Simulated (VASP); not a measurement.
Here is a VASP 6.6.1 calculation.

File INCAR:

```
SYSTEM = Zn
PREC = Accurate ; ENCUT = 520
EDIFF = 1E-6 ; ISMEAR = -1
SIGMA = 0.03 ; LREAL = .FALSE.
LASPH = .TRUE. ; NELM = 100
ALGO = Normal ; ISIF = 2
LWAVE = .FALSE. ; LCHARG = .FALSE.
GGA = PS ; NBANDS = 19
```

The input KPOINTS:

```
Automatic mesh
0
G
  18 18 9
  0 0 0
```

The input POSCAR:

```
Zn
1.0
    2.6013852309      0.0000000000      0.0000000000
   -1.3006926154      2.2528656950      0.0000000000
    0.0000000000      0.0000000000      4.9218926302
Zn
2
Direct
    0.3333333333      0.6666666667      0.2500000000
    0.6666666667      0.3333333333      0.7500000000
```

Potentials or basis: VASP PAW PBE potentials, release 64 (Zn).

The run is started by

```sh
$ cat potpaw_PBE.64/Zn/POTCAR > POTCAR
$ mpirun -np 1 vasp_std > vasp.out
```

(1) What does it give for the pressure?

(2) Predict the band gap on the k mesh.

## Answers

(1) -0.5 GPa.

(2) zero (bands 12 and 13 overlap by 4.94 eV).

Caveat: the PAW data sets were made with another functional, which shifts forces and pressure a little.
